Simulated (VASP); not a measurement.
Set up this calculation in VASP 6.6.1, as the native input.

| Property | Result |
| --- | --- |
| Task | single point |
| Functional | PBEsol |
| Potentials or basis | VASP PAW PBE potentials, release 64 (Zr_sv, H) |
| Cutoff | 520 eV |
| k mesh | 16 × 16 × 10 |
| Occupations | gaussian, width 0.1 eV |
| Spin | no spin polarisation |
| Dipole correction | no |
| Further INCAR settings | ALGO = Normal; EDIFF = 1e-06; NBANDS = 21 |

The structure of ZrH lies in POSCAR:

```
ZrH
1.0
    3.1902763251      0.0000000000      0.0000000000
    0.0000000000      3.1902763251      0.0000000000
    0.0499050728      0.0000000000      4.9905072820
Zr H
2 2
Direct
    0.0000000000      0.5000000000      0.0000000000
    0.5000000000      0.0000000000      0.5000000000
   -0.0031257372      0.0000000000      0.7500153651
    0.0031257372      0.0000000000      0.2499846349
```

This cell differs from its parent crystal: shear of c along a, cell held: +1.0 %, then relaxed in part.

One way to write it, as run:

INCAR

```
SYSTEM = ZrH
ALGO = Normal ; EDIFF = 1E-6
ENCUT = 520 ; GGA = PS
ISIF = 2 ; ISMEAR = 0
LASPH = .TRUE. ; LCHARG = .FALSE.
LREAL = .FALSE. ; LWAVE = .FALSE.
NBANDS = 21 ; NELM = 100
PREC = Accurate ; SIGMA = 0.1
```

KPOINTS

```
k-points
0
G
  16 16 10
  0 0 0
```

Potentials or basis: VASP PAW PBE potentials, release 64 (Zr_sv, H).

Run with:

```sh
$ cat potpaw_PBE.64/Zr_sv/POTCAR potpaw_PBE.64/H/POTCAR > POTCAR
$ mpirun -np 1 vasp_std > vasp.out
```

Results of the run:

```json
{
  "Pressure": "0.1 GPa",
  "Band gap on the k mesh": "zero (bands 13 and 14 overlap by 0.98 eV)"
}
```

Caveat: the cell differs from its parent crystal (shear of c along a, cell held: +1.0 %, then relaxed in part); the PAW data sets were made with another functional, which shifts forces and pressure a little.

Run time: 10 min on 1 thread of Intel Xeon 8259CL, with other jobs on the host, peak memory 0.7 GiB.
